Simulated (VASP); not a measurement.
A run of VASP 6.6.1 is set up as follows.

The input INCAR:

```
SYSTEM = TiB2
  PREC = Accurate
  ENCUT = 520
  EDIFF = 1E-6
  ISMEAR = 0
  SIGMA = 0.1
  LREAL = .FALSE.
  LASPH = .TRUE.
  NELM = 100
  ALGO = Normal
  ISIF = 2
  LWAVE = .FALSE.
  LCHARG = .TRUE.
  LELF = .TRUE.
  LVHAR = .TRUE.
  NBANDS = 16
```

File KPOINTS:

```
regular mesh
0
G
  24 24 18
  0 0 0
```

Contents of POSCAR:

```
TiB2
1.0
    2.9939295836      0.0000000029      0.0000000000
   -1.4969647943      2.5928190751      0.0000000000
    0.0000000000      0.0000000000      3.1594546296
Ti B
1 2
Direct
    0.0000000000      0.0000000000      0.0000000000
    0.3333333333      0.6666666667      0.5000000000
    0.6666666667      0.3333333333      0.5000000000
```

Potentials or basis: VASP PAW LDA potentials, release 64 (Ti_sv, B).

The run is started by

```bash
$ cat potpaw_LDA.64/Ti_sv/POTCAR potpaw_LDA.64/B/POTCAR > POTCAR
$ mpirun -np 1 vasp_std > vasp.out
```

Task: Estimate the pressure.

Result: 0.6 GPa.

Task: Predict the band gap on the k mesh.

Result: Zero (bands 9 and 10 overlap by 0.69 eV).
